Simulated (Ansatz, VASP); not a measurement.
**BP: VASP beside Ansatz**

```xyz
2
Lattice="0.0000 2.2741 2.2741 2.2741 0.0000 2.2741 2.2741 2.2741 0.0000" Properties=species:S:1:pos:R:3 pbc="T T T"
B     0.0000    0.0000    0.0000
P     1.1370    1.1370    1.1370
```

Alike in both runs: functional PBE; k mesh 10 × 10 × 10; occupations gaussian, width 0.02 eV; no spin polarisation.

Ansatz relaxed the structure, and its values are those at the end. VASP's run is a single point on that final structure, the one shown.

```csv
,VASP,Ansatz
version,VASP 6.6.1,Ansatz 0.2.0
potentials or method,"VASP PAW PBE potentials, release 64 (B, P), cutoff 500 eV","scalar-relativistic, plane waves, PAW"
valence electrons in the cell,8,8
```

Ansatz gave:

- gap on the k mesh at the Fermi level (eV): 1.25
- least direct gap on the mesh (eV): 3.39
- pressure (GPa): 0.0

What did VASP give for the same quantities?

gap on the k mesh at the Fermi level (eV): 1.25; least direct gap on the mesh (eV): 3.39; pressure (GPa): -0.2.
